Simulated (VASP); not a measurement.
YbBe5: single point with PBE

The system is YbBe5.

```
Yb Be
1.0
     0.00000    3.19599    3.19599
     3.19599    0.00000    3.19599
     3.19599    3.19599    0.00000
Yb Be
1 5
Direct
  0.00000 0.00000 0.00000
  0.25000 0.25000 0.25000
  0.12959 0.62347 0.62347
  0.62347 0.62347 0.62347
  0.62347 0.62347 0.12959
  0.62347 0.12959 0.62347
```

```yaml
Program: VASP 6.6.1
Task: single point
Functional: PBE
Potentials_or_basis: VASP PAW PBE potentials, release 64 (Yb, Be)
Cutoff: 520 eV
k_mesh: 6 × 6 × 6
Occupations: gaussian, width 0.1 eV
Spin: no spin polarisation
Dipole_correction: no
Further_INCAR_settings: ALGO = Normal; EDIFF = 1e-06; NBANDS = 26
```

| Quantity | Value |
| --- | --- |
| Pressure | 6.0 GPa |
| Largest force | 0.011 eV/Å |
| Band gap on the k mesh | zero (band 17 reaches 5.44 eV, above the bottom of band 18 at 4.44 eV) |

Forces on the atoms (eV/Å):
```
Yb   0.000  0.000  0.000
Be   0.000  0.000  0.000
Be   0.006 -0.006 -0.006
Be   0.006  0.006  0.006
Be  -0.006 -0.006  0.006
Be  -0.006  0.006 -0.006
```

Levels at points of the mesh, in eV from the Fermi level:
| k point | band 13 | band 14 | band 15 | band 16 | band 17 | band 18 | band 19 | band 20 | band 21 | band 22 |
| --- | --- | --- | --- | --- | --- | --- | --- | --- | --- | --- |
| (0.00, 0.00, 0.00) | -0.59 | -0.59 | -0.54 | -0.51 | -0.51 | -0.51 | 1.83 | 1.83 | 1.83 | 2.31 |
| (0.50, 0.00, 0.00) | -0.55 | -0.55 | -0.50 | -0.43 | 0.09 | 0.09 | 1.18 | 1.84 | 1.84 | 4.89 |
| (0.50, 0.50, 0.00) | -0.56 | -0.55 | -0.54 | -0.44 | -0.44 | 1.62 | 2.63 | 2.63 | 3.74 | 4.83 |

Wall time 2.2 min on 1 thread of Intel(R) Xeon(R) Platinum 8259CL CPU @ 2.50GHz (Skylake/Cascade Lake), on a shared host, peak memory 0.22 GiB.

Caveat: spin-orbit coupling is left out, which moves the levels of the heavy elements; without U or exact exchange the open f shell lies at the Fermi level, which spoils levels, moments and volumes. Spin polarisation is off, so any magnetic state and its effect on volume and gap are missing.
